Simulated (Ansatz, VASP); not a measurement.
# One calculation of Ge, two programs

File POSCAR:

```
Ge
1.0
    4.1974959677      0.0000000000      0.0000000000
   -2.0987479838      3.6351381403      0.0000000000
    0.0000000000      0.0000000000      6.5131567939
Ge
4
Direct
    0.3333333333      0.6666666667     -0.0033709645
    0.6666666667      0.3333333333      0.4966290355
    0.3333333333      0.6666666667      0.3783709645
    0.6666666667      0.3333333333      0.8783709645
```

INCAR.step1

```
SYSTEM = Ge
  PREC = Accurate
  ENCUT = 520
  ISMEAR = -1
  SIGMA = 0.02
  LREAL = .FALSE.
  LASPH = .TRUE.
  NELM = 100
  NBANDS = 36
  GGA = PE
  ALGO = Normal
  EDIFF = 1E-4
  LWAVE = .TRUE.
  LCHARG = .FALSE.
```

The input INCAR.step2:

```
SYSTEM = Ge
  PREC = Accurate
  ENCUT = 520
  EDIFF = 1E-7
  ISMEAR = -1
  SIGMA = 0.02
  LREAL = .FALSE.
  LASPH = .TRUE.
  NELM = 100
  ALGO = Normal
  ISIF = 2
  LWAVE = .FALSE.
  LCHARG = .FALSE.
  METAGGA = R2SCAN
  LMIXTAU = .TRUE.
  NBANDS = 36
  ISTART = 1
```

Contents of KPOINTS:

```
regular mesh
0
G
  12 12 4
  0 0 0
```

Input for Ansatz:

```yaml
crystal:
  lattice:
    - [4.1974959677, 0.0, 0.0]
    - [-2.0987479838, 3.6351381403, 0.0]
    - [0.0, 0.0, 6.5131567939]
  atoms:
    - { symbol: Ge, position: [0.3333333333, 0.6666666667, -0.0033709645] }
    - { symbol: Ge, position: [0.6666666667, 0.3333333333, 0.4966290355] }
    - { symbol: Ge, position: [0.3333333333, 0.6666666667, 0.3783709645] }
    - { symbol: Ge, position: [0.6666666667, 0.3333333333, 0.8783709645] }
kpoints:
  mp_grid: { grid: [12, 12, 4] }
  band_path:
    path:
      - [0.0, 0.0, 0.0]
      - [0.5, 0.0, 0.0]
      - [0.3333333333, 0.3333333333, 0.0]
      - [0.0, 0.0, 0.5]
      - [0.5, 0.0, 0.5]
      - [0.3333333333, 0.3333333333, 0.5]
      - [-0.000977, 0.0, 0.317708]
    npoints: 1
hamiltonian:
  xc: r2scan
scf:
  occupations: { method: fermi_dirac, width: 0.02 }
  n_extra_bands: 5
output:
  forces: true
  stress: true
  eigenvalues: true
```

Change from the starting cell: epitaxial_xy strain +5.0%.

Alike in both runs: task single point; functional r2SCAN; k mesh 12 × 12 × 4; occupations fermi-dirac, width 0.02 eV; no spin polarisation.

|  | VASP | Ansatz |
| --- | --- | --- |
| version | VASP 6.6.1 | Ansatz 0.2.0 |
| potentials or method | VASP PAW PBE potentials, release 64 (Ge_d) | plane waves, PAW |
| plane-wave cutoff (eV) | 520 | 500 |
| valence electrons in the cell | 56 | 56 |

```tsv
	VASP	Ansatz	Ansatz less VASP
pressure (GPa)	-4.6	-4.6	-0.02
traceless stress, the component that is largest in VASP (GPa)	5.05	5.04	-0.009
rms of the force components (eV/Å)	0.022	0.022	+0.0006
```

VASP's potentials were made for PBE, not for r2SCAN. Atom by atom the forces differ by 0.001 eV/Å (rms over components).
